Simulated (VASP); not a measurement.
Here is a VASP 6.6.1 calculation.

The input INCAR:

```
PREC     = Accurate       # precision mode
ENCUT    = 520            # plane-wave cutoff, eV
EDIFF    = 1E-6           # SCF threshold, eV
ISMEAR   = -1             # smearing method
SIGMA    = 0.05           # smearing width, eV
LREAL    = False          # projectors in reciprocal space
LASPH    = True           # aspherical terms in the spheres
NELM     = 60             # most SCF steps
ALGO     = Normal         # electronic algorithm
ISIF     = 2              # what is computed and relaxed
LWAVE    = False          # write WAVECAR
LCHARG   = False          # write CHGCAR
GGA      = B5             # functional
ALDAX    = 1.0          
AGGAX    = 1.0          
AGGAC    = 1.0          
ALDAC    = 0.0          
IVDW     = 12             # dispersion correction
VDW_S6   = 1.0          
VDW_S8   = 2.6996       
VDW_A1   = 0.4298       
VDW_A2   = 4.2359       
NBANDS   = 17             # bands
```

Contents of KPOINTS:

```
regular mesh
0
Gamma
  7 7 7
```

Contents of POSCAR:

```
SnTe
1.0
    0.0000000000      3.1741035035      3.1741035035
    3.1741035035      0.0000000000      3.1741035035
    3.1741035035      3.1741035035      0.0000000000
Te Sn
1 1
Direct
    0.5000000000      0.5000000000      0.5000000000
    0.0000000000      0.0000000000      0.0000000000
```

Potentials or basis: VASP PAW PBE potentials, release 64 (Te, Sn_d).

Launch:

```sh
$ cat potpaw_PBE.64/Te/POTCAR potpaw_PBE.64/Sn_d/POTCAR > POTCAR
$ mpirun -np 1 vasp_std > vasp.out
```

Q: What does it give for the dispersion energy per atom?

A: -0.925 eV.

Q: What does it give for the pressure?

A: 0.1 GPa.

Caveat: the PAW data sets were made with another functional, which shifts forces and pressure a little.
